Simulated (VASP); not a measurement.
# MgO (I4/mmm) in VASP: further runs

The runs below take MgO through single point, with r2SCAN.

All numbers are computed with VASP 6.6.1; they aren't measurements. Logs are shortened: lines on timing, memory, paths and dates and some standing lists are left out, and cuts for length are marked.

## Step 1: The cell of the first run

It takes space group I4/mmm (No. 139, tetragonal). Conventional cell: a = 3.020 Å, b = 3.020 Å, c = 4.430 Å, α = 90.00°, β = 90.00°, γ = 90.00°. Within 2.8 Å of Mg (site symmetry 4/mmm) lie 6 O at 2.14 to 2.22 Å. Within 2.8 Å of O (site symmetry 4/mmm) lie 6 Mg at 2.14 to 2.22 Å.

## Step 2: Single point, r2SCAN (strain +0.0375 x Voigt [1, 0, 0, 0, 0, 0])

File POSCAR:

```
MgO
1.0
    0.0000000000      2.1351500000      2.1351500000
    2.2152181250      0.0000000000      2.1351500000
    2.2152181250      2.1351500000      0.0000000000
Mg O
1 1
Direct
    0.0000000000      0.0000000000      0.0000000000
    0.5000000000      0.5000000000      0.5000000000
```

File INCAR.step1:

```
SYSTEM = MgO
PREC = Accurate ; ENCUT = 660
ISMEAR = 0 ; SIGMA = 0.05
LREAL = .FALSE. ; LASPH = .TRUE.
NELM = 120 ; NBANDS = 15
GGA = PE ; ALGO = Normal
EDIFF = 1E-5 ; LWAVE = .TRUE.
LCHARG = .FALSE. ; GGA_COMPAT = .FALSE.
```

File INCAR.step2:

```
SYSTEM = MgO
PREC = Accurate ; ENCUT = 660
EDIFF = 1E-6 ; ISMEAR = 0
SIGMA = 0.05 ; LREAL = .FALSE.
LASPH = .TRUE. ; NELM = 120
ALGO = Normal ; ISIF = 2
LWAVE = .FALSE. ; LCHARG = .FALSE.
METAGGA = R2SCAN ; LMIXTAU = .TRUE.
NBANDS = 15 ; ISTART = 1
GGA_COMPAT = .FALSE.
```

File KPOINTS:

```
Automatic mesh
0
G
  10 10 10
  0 0 0
```

Potentials or basis: VASP PAW PBE potentials, release 64 (Mg_sv, O).

Started as:

```bash
cat potpaw_PBE.64/Mg_sv/POTCAR potpaw_PBE.64/O/POTCAR > POTCAR
cp INCAR.step1 INCAR
mpirun -np 1 vasp_std > vasp.out
cp INCAR.step2 INCAR
mpirun -np 1 vasp_std > vasp.out
```

OUTCAR:

```text
SYSTEM = MgO
   PREC = Accurate
   ENCUT = 660
   EDIFF = 1E-6
   ISMEAR = 0
   LREAL = .FALSE.
   LASPH = .TRUE.
   NELM = 120
   ISIF = 2
   METAGGA = R2SCAN
   ISTART = 1

 ion  position               nearest neighbor table
   1  0.000  0.000  0.000-
   2  0.500  0.500  0.500-

  LATTYP: Found a body centered tetragonal cell.
 ALAT       =     3.0195580877
 C/A-ratio  =     1.4672465710

  Lattice vectors:

 A1 = (   2.2152181250,   0.0000000000,   2.1351500000)
 A2 = (   2.2152181250,   0.0000000000,  -2.1351500000)
 A3 = (  -2.2152181250,   2.1351500000,   0.0000000000)

Analysis of symmetry for initial positions (statically):
=====================================================================
 Subroutine PRICEL returns:
 Original cell was already a primitive cell.

 Routine SETGRP: Setting up the symmetry group for a
 body centered tetragonal supercell.

 Subroutine GETGRP returns: Found 16 space group operations
 (whereof 16 operations were pure point group operations)
 out of a pool of 16 trial point group operations.

The static configuration has the point symmetry D_4h.

Analysis of symmetry for dynamics (positions and initial velocities):
=====================================================================
 Subroutine PRICEL returns:
 Original cell was already a primitive cell.

 Routine SETGRP: Setting up the symmetry group for a
 body centered tetragonal supercell.

 Subroutine GETGRP returns: Found 16 space group operations
 (whereof 16 operations were pure point group operations)
 out of a pool of 16 trial point group operations.

The dynamic configuration has the point symmetry D_4h.

 Subroutine INISYM returns: Found 16 space group operations
 (whereof 16 operations are pure point group operations),
 and found     1 'primitive' translations

----------------------------------------------------------------------------------------

                                     Primitive cell

  volume of cell :      20.1978

  direct lattice vectors                    reciprocal lattice vectors
     0.000000000  2.135150000  2.135150000    -0.225711407  0.234175585  0.234175585
     2.215218125  0.000000000  2.135150000     0.225711407 -0.234175585  0.234175585
     2.215218125  2.135150000  0.000000000     0.225711407  0.234175585 -0.234175585

  length of vectors
     3.019558088  3.076695770  3.076695770     0.400776806  0.400776806  0.400776806

  position of ions in fractional coordinates (direct lattice)
     0.000000000  0.000000000  0.000000000
     0.500000000  0.500000000  0.500000000

  ion indices of the primitive-cell ions
   primitive index   ion index
                 1           1
                 2           2

----------------------------------------------------------------------------------------

 KPOINTS: Automatic mesh

Automatic generation of k-mesh.
 Grid dimensions read from file:
 generate k-points for:   10   10   10

 Generating k-lattice:

  Cartesian coordinates                     Fractional coordinates (reciprocal lattice)
    -0.022571141  0.023417558  0.023417558     0.100000000  0.000000000  0.000000000
     0.022571141 -0.023417558  0.023417558     0.000000000  0.100000000 -0.000000000
     0.022571141  0.023417558 -0.023417558     0.000000000 -0.000000000  0.100000000

  Length of vectors
     0.040077681  0.040077681  0.040077681

  Shift w.r.t. Gamma in fractional coordinates (k-lattice)
     0.000000000  0.000000000  0.000000000

 Subroutine IBZKPT returns following result:
 ===========================================

 Found    102 irreducible k-points:

 Following reciprocal coordinates:
            Coordinates               Weight
  0.000000  0.000000  0.000000      1.000000
  0.100000  0.000000  0.000000      8.000000
  0.200000  0.000000  0.000000      8.000000
  0.300000 -0.000000 -0.000000      8.000000
  0.400000 -0.000000 -0.000000      8.000000
  0.500000 -0.000000 -0.000000      4.000000
[... 16 lines left out ...]
  0.300000  0.300000  0.000000      4.000000
  0.400000  0.300000 -0.000000     16.000000
 [... further k-points ...]
   k-points           NKPTS =    102   k-points in BZ     NKDIM =    102   number of bands    NBANDS=     15
   number of dos      NEDOS =    301   number of ions     NIONS =      2
   total plane-waves  NPLWV =  21952
   dimension x,y,z NGX =    28 NGY =   28 NGZ =   28
   dimension x,y,z NGXF=    56 NGYF=   56 NGZF=   56
   ions per type =               1   1
   NGX,Y,Z   is equivalent  to a cutoff of  15.42, 15.13, 15.13 a.u.
   NGXF,Y,Z  is equivalent  to a cutoff of  30.83, 30.26, 30.26 a.u.
 SYSTEM =  MgO
   PREC   = accura    normal or accurate (medium, high low for compatibility)
   ISTART =      1    job   : 0-new  1-cont  2-samecut
   ICHARG =      0    charge: 1-file 2-atom 10-const
   ISPIN  =      1    spin polarized calculation?
   LNONCOLLINEAR =      F non collinear calculations
   LSORBIT =      F    spin-orbit coupling
   LASPH  =      T    aspherical Exc in radial PAW
   ENCUT  =  660.0 eV  48.51 Ry    6.96 a.u.   6.33  6.44  6.44*2*pi/ulx,y,z
   NELM   =    120;   NELMIN=  2; NELMDL=  0     # of ELM steps
   EDIFF  = 0.1E-05   stopping-criterion for ELM
   LREAL  =      F    real-space projection
   EDIFFG = 0.1E-04   stopping-criterion for IOM
   NSW    =      0    number of steps for IOM
   IBRION =     -1    ionic relax: 0-MD 1-quasi-New 2-CG
   NFREE  =      0    steps in history (QN), initial steepest desc. (CG)
   ISIF   =      2    stress and relaxation
   ISYM   =      2    0-nonsym 1-usesym 2-fastsym
   POTIM  = 0.5000    time-step for ionic-motion
   TEBEG  =    0.0;   TEEND  =   0.0 temperature during run
   PSTRESS=    0.0 pullay stress
   NELECT =      16.0000    total number of electrons
   NUPDOWN=      -1.0000    fix difference up-down
   EMIN   =  10.00;   EMAX   =-10.00  energy-range for DOS
   EFERMI =   0.00;   METHOD = LEGACY
   ISMEAR =     0;   SIGMA  =   0.05  broadening in eV -4-tet -1-fermi 0-gaus
   EFERMI_NEDOS =   21; number of points for ismear=-14 and -15
   IALGO  =     38    algorithm
   IMIX   =      4    mixing-type and parameters
     AMIX     =   0.40;   BMIX     =  1.00
     AMIX_MAG =   1.60;   BMIX_MAG =  1.00
  volume/ion in A,a.u.               =      10.10        68.15
  Fermi-wavevector in a.u.,A,eV,Ry     =   1.514771  2.862503 31.219004  2.294532
  Thomas-Fermi vector in A             =   2.624384
   LORBIT       =      0    0 simple, 1 ext, 2 COOP (PROOUT), +10 PAW based schemes
   METAGGA = R2SCAN    functional components
   LHFCALC =     F    Hartree Fock is set to
   AEXX    =    0.0000 exact exchange contribution
   IVDW    =     0    specifies the selected vdW correction
   LEPSILON=     F    determine dielectric tensor
   LRPA    =     F    only Hartree local field effects (RPA)
 non-spin polarized calculation
 Gauss-broadening in eV      SIGMA  =   0.05
  energy-cutoff  :      660.00
  volume of cell :       20.20
 maximum number of plane-waves:       794
 NGX is ok and might be reduce to    28
   NGX = 13   NGY = 13   NGZ = 13

 number of electron      16.0000010 magnetization

 Free energy of the ion-electron system (eV)
  ---------------------------------------------------
  ext. energy  EPLUGINS =         0.00000000
  ---------------------------------------------------
  free energy    TOTEN  =       -16.11164185 eV

  energy without entropy =      -16.11164185  energy(sigma->0) =      -16.11164185

 E-fermi :   2.4114     XC(G=0): -11.6108

 val. band max:        2.0369727507   @ k =   0.0000   0.0000   0.0000
 cond. band min:       6.8890026510   @ k =   0.0000   0.0000   0.0000
 fundamental gap:      4.8520299003
 Fermi energy:         2.4113509951

 k-point     1 :       0.0000    0.0000    0.0000
  band No.  band energies     occupation
      1     -73.2828      2.00000
      2     -38.4002      2.00000
      3     -38.3721      2.00000
      4     -38.3721      2.00000
      5     -15.8286      2.00000
      6       1.9575      2.00000
      7       1.9575      2.00000
      8       2.0370      2.00000
      9       6.8890      0.00000
     10      18.1484      0.00000
     11      18.5217      0.00000
     12      18.5217      0.00000
     13      22.2834      0.00000
     14      23.4562      0.00000
     15      24.6182      0.00000

 k-point     2 :       0.1000    0.0000    0.0000
  band No.  band energies     occupation
      1     -73.2823      2.00000
      2     -38.4023      2.00000
      3     -38.3763      2.00000
      4     -38.3723      2.00000
      5     -15.7364      2.00000
      6       1.3775      2.00000
      7       1.9035      2.00000
      8       1.9461      2.00000
      9       7.5019      0.00000
     10      17.1588      0.00000
     11      18.4850      0.00000
     12      18.7571      0.00000
     13      22.7150      0.00000
     14      23.7373      0.00000
     15      23.8584      0.00000

 k-point     3 :       0.2000    0.0000    0.0000
  band No.  band energies     occupation
      1     -73.2809      2.00000
      2     -38.4107      2.00000
      3     -38.3854      2.00000
      4     -38.3736      2.00000
      5     -15.4856      2.00000
      6       0.1485      2.00000
      7       1.7652      2.00000
      8       1.7728      2.00000
      9       8.7116      0.00000
     10      15.6266      0.00000
     11      18.8301      0.00000
     12      19.2554      0.00000
     13      22.1500      0.00000
     14      22.8896      0.00000
     15      24.6016      0.00000

 k-point     4 :       0.3000   -0.0000   -0.0000
  band No.  band energies     occupation
      1     -73.2792      2.00000
      2     -38.4255      2.00000
      3     -38.3920      2.00000
      4     -38.3751      2.00000
      5     -15.1528      2.00000
      6      -1.0723      2.00000
      7       1.5703      2.00000
      8       1.6013      2.00000
      9       9.7359      0.00000
     10      14.8344      0.00000
     11      18.7493      0.00000
     12      19.4186      0.00000
     13      22.7707      0.00000
     14      23.1865      0.00000
     15      24.0530      0.00000
[... 307 lines left out ...]
 k-point    22 :      -0.2000    0.2000    0.0000
  band No.  band energies     occupation
      1     -73.2787      2.00000
      2     -38.4255      2.00000
      3     -38.3879      2.00000
      4     -38.3857      2.00000
      5     -15.0658      2.00000
      6      -0.8432      2.00000
      7       0.7504      2.00000
      8       1.5744      2.00000
      9      10.6306      0.00000
     10      14.5818      0.00000
     11      17.4196      0.00000
     12      20.0400      0.00000
     13      20.9078      0.00000
     14      23.8335      0.00000
     15      27.3997      0.00000

 k-point    23 :       0.3000    0.3000    0.0000
  band No.  band energies     occupation
      1     -73.2778      2.00000
      2     -38.4121      2.00000
      3     -38.4081      2.00000
      4     -38.3882      2.00000
      5     -14.9673      2.00000
      6      -0.9403      2.00000
      7       0.9902      2.00000
      8       1.1808      2.00000
      9      11.0474      0.00000
     10      13.1071      0.00000
     11      17.0432      0.00000
     12      19.9431      0.00000
     13      20.3730      0.00000
     14      26.4046      0.00000
     15      29.7148      0.00000

 k-point    24 :       0.4000    0.3000   -0.0000
  band No.  band energies     occupation
      1     -73.2767      2.00000
      2     -38.4198      2.00000
      3     -38.4109      2.00000
      4     -38.3913      2.00000
      5     -14.7655      2.00000
      6      -1.3191      2.00000
      7       0.7215      2.00000
      8       0.9811      2.00000
      9      11.8397      0.00000
     10      12.7781      0.00000
     11      16.1781      0.00000
     12      20.1958      0.00000
     13      20.7563      0.00000
     14      27.1476      0.00000
     15      29.1720      0.00000

 [... further k-points ...]

------------------------ aborting loop because EDIFF is reached ----------------------------------------

  FORCE on cell =-STRESS in cart. coord.  units (eV):
  Direction    XX          YY          ZZ          XY          YZ          ZX
  --------------------------------------------------------------------------------------
  -------------------------------------------------------------------------------------
  Total       -1.8742473     -1.2861989     -1.2861989      0.0000000      0.0000000      0.0000000
  in kB     -148.6737195   -102.0270740   -102.0270740      0.0000000      0.0000000      0.0000000
  external PRESSURE =    -117.5759558 kB  Pullay stress =       0.0000000 kB

 VOLUME and BASIS-vectors are now :
 -----------------------------------------------------------------------------
  energy-cutoff  :      660.00
  volume of cell :       20.20
      direct lattice vectors                 reciprocal lattice vectors
     0.000000000  2.135150000  2.135150000    -0.225711407  0.234175585  0.234175585
     2.215218125  0.000000000  2.135150000     0.225711407 -0.234175585  0.234175585
     2.215218125  2.135150000  0.000000000     0.225711407  0.234175585 -0.234175585

 POSITION                                       TOTAL-FORCE (eV/Angst)
 -----------------------------------------------------------------------------------
      0.00000      0.00000      0.00000         0.000000     -0.000000      0.000000
      2.21522      2.13515      2.13515         0.000000      0.000000      0.000000
 -----------------------------------------------------------------------------------
    total drift:                                0.000000      0.000000      0.000000

  FREE ENERGIE OF THE ION-ELECTRON SYSTEM (eV)
  ---------------------------------------------------
  free  energy   TOTEN  =       -16.1116418509 eV

  energy  without entropy=      -16.1116418509  energy(sigma->0) =      -16.11164185
```

Wall time 3.8 min (1 thread of Intel Xeon Platinum 8259CL at 2.50GHz (Skylake/Cascade Lake), shared host); peak memory 0.19 GiB.

What came out:

- Free energy: -16.1116 eV
- Pressure: -11.8 GPa
- Band gap on the k mesh: 4.85 eV

Stress tensor (GPa, compression positive):
```
-14.87   0.00   0.00
  0.00 -10.20   0.00
  0.00   0.00 -10.20
```

Caveat: the cell differs from its parent crystal (strain +0.0375 x Voigt [1, 0, 0, 0, 0, 0]); the cell stands under tension; the PAW data sets were made with another functional, which shifts forces and pressure a little.

## Step 3: Single point, r2SCAN (strain -0.0375 x Voigt [1, 0, 0, 0, 0, 0])

File POSCAR:

```
MgO
1.0
    0.0000000000      2.1351500000      2.1351500000
    2.0550818750      0.0000000000      2.1351500000
    2.0550818750      2.1351500000      0.0000000000
Mg O
1 1
Direct
    0.0000000000      0.0000000000      0.0000000000
    0.5000000000      0.5000000000      0.5000000000
```

File INCAR.step1:

```
PREC     = Accurate       # precision mode
ENCUT    = 750            # plane-wave cutoff, eV
ISMEAR   = 0              # smearing method
SIGMA    = 0.05           # smearing width, eV
LREAL    = False          # projectors in reciprocal space
LASPH    = True           # aspherical terms in the spheres
NELM     = 120            # most SCF steps
NBANDS   = 15             # bands
GGA      = PE             # functional
ALGO     = Normal         # electronic algorithm
EDIFF    = 1E-5           # SCF threshold, eV
LWAVE    = True           # write WAVECAR
LCHARG   = False          # write CHGCAR
GGA_COMPAT= False
```

File INCAR.step2:

```
PREC     = Accurate       # precision mode
ENCUT    = 750            # plane-wave cutoff, eV
EDIFF    = 1E-6           # SCF threshold, eV
ISMEAR   = 0              # smearing method
SIGMA    = 0.05           # smearing width, eV
LREAL    = False          # projectors in reciprocal space
LASPH    = True           # aspherical terms in the spheres
NELM     = 120            # most SCF steps
ALGO     = Normal         # electronic algorithm
ISIF     = 2              # what is computed and relaxed
LWAVE    = False          # write WAVECAR
LCHARG   = True           # write CHGCAR
METAGGA  = R2SCAN         # meta-GGA
LMIXTAU  = True         
LELF     = True           # ELF
LVHAR    = True         
NBANDS   = 15             # bands
ISTART   = 1            
GGA_COMPAT= False
```

File KPOINTS:

```
Automatic mesh
0
Gamma
  10 10 10
```

Potentials or basis: VASP PAW PBE potentials, release 64 (Mg_sv, O).

Started as:

```bash
cat potpaw_PBE.64/Mg_sv/POTCAR potpaw_PBE.64/O/POTCAR > POTCAR
cp INCAR.step1 INCAR
mpirun -np 1 vasp_std > vasp.out
cp INCAR.step2 INCAR
mpirun -np 1 vasp_std > vasp.out
```

Run time: 2.7 min. Hardware: 1 thread of Intel Xeon Platinum 8259CL at 2.50GHz (Skylake/Cascade Lake), shared host; peak memory 0.19 GiB.

The run converged. Its results:

* Free energy: -16.1510 eV
* Pressure: -0.8 GPa
* Band gap on the k mesh: 5.58 eV

Stress tensor (GPa, compression positive):
```
 4.83  0.00  0.00
 0.00 -3.68  0.00
 0.00  0.00 -3.68
```

Levels at points of the mesh, in eV from the valence-band top:
```
           k point  band 5  band 6  band 7  band 8  band 9  band 10  band 11  band 12
(0.00, 0.00, 0.00)  -18.20   -0.09    0.00    0.00    5.58    16.70    16.70    17.10
(0.50, 0.00, 0.00)  -16.93   -4.61   -0.74   -0.66    8.77    13.77    17.02    17.94
(0.50, 0.50, 0.00)  -16.76   -4.13   -1.45   -1.22   10.16    11.12    14.08    20.16
(0.00, 0.50, 0.50)  -16.66   -3.99   -1.50   -1.50    9.74    11.09    14.60    20.09
```

Caveat: the cell differs from its parent crystal (strain -0.0375 x Voigt [1, 0, 0, 0, 0, 0]); the PAW data sets were made with another functional, which shifts forces and pressure a little.

(Part 1 of 2 ends here.)
